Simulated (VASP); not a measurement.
Tl: single point with LDA

The system is Tl.

```
CELL_PARAMETERS angstrom
0.00000 2.38469 2.38469
2.38469 0.00000 2.38469
2.38469 2.38469 0.00000
ATOMIC_POSITIONS crystal
Tl 0.00000 0.00000 0.00000
```

* Program: VASP 6.6.1
* Task: single point
* Functional: LDA
* Potentials or basis: VASP PAW LDA potentials, release 64 (Tl_d)
* Cutoff: 520 eV
* k mesh: 19 × 19 × 19
* Occupations: fermi-dirac, width 0.1 eV
* Spin: no spin polarisation
* Dipole correction: no
* Further INCAR settings: ALGO = Normal; EDIFF = 1e-06; NBANDS = 12

- Pressure: 0.0 GPa

Levels at points of the mesh, in eV from the Fermi level:
```
           k point  band 3  band 4  band 5  band 6  band 7  band 8  band 9  band 10
(0.00, 0.00, 0.00)  -11.59  -11.26  -11.26  -10.39   10.73   10.73   10.73    11.10
```

It took 60 s on 1 thread of AMD EPYC 7R13 Processor (Zen 3) (shared host), peak memory 0.16 GiB.

Caveat: spin-orbit coupling is left out, which moves the levels of the heavy elements.
